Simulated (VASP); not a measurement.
A run of VASP 6.6.1:

File INCAR:

```
SYSTEM = InSb
ALGO = Normal ; EDIFF = 1E-6
ENCUT = 520 ; GGA = PE
ISIF = 2 ; ISMEAR = 0
LASPH = .TRUE. ; LCHARG = .TRUE.
LELF = .TRUE. ; LREAL = .FALSE.
LVHAR = .TRUE. ; LWAVE = .FALSE.
NBANDS = 16 ; NELM = 60
PREC = Accurate ; SIGMA = 0.15
```

Contents of KPOINTS:

```
k-points
0
G
  14 14 14
  0 0 0
```

POSCAR

```
InSb
1.0
    0.0000000000      3.2303767397      2.8611446784
    3.2303767397      0.0000000000      2.8611446784
    3.2303767397      3.2303767397      0.0000000000
In Sb
1 1
Direct
    0.0000000000      0.0000000000      0.0000000000
    0.5000000000      0.5000000000      0.5000000000
```

Potentials or basis: VASP PAW PBE potentials, release 64 (In_d, Sb).

Launch:

```console
$ cat potpaw_PBE.64/In_d/POTCAR potpaw_PBE.64/Sb/POTCAR > POTCAR
$ mpirun -np 1 vasp_std > vasp.out
```

Hardware: 1 thread of AMD EPYC 9R45 96-Core Processor (Zen 5), with other jobs on the host.

Task: How long does it take, and how much memory?

Result: Wall time 88 s on 1 thread of AMD EPYC 9R45 96-Core Processor (Zen 5), on a shared host, peak memory 0.34 GiB. Counts: scf iterations 12, k points 244.
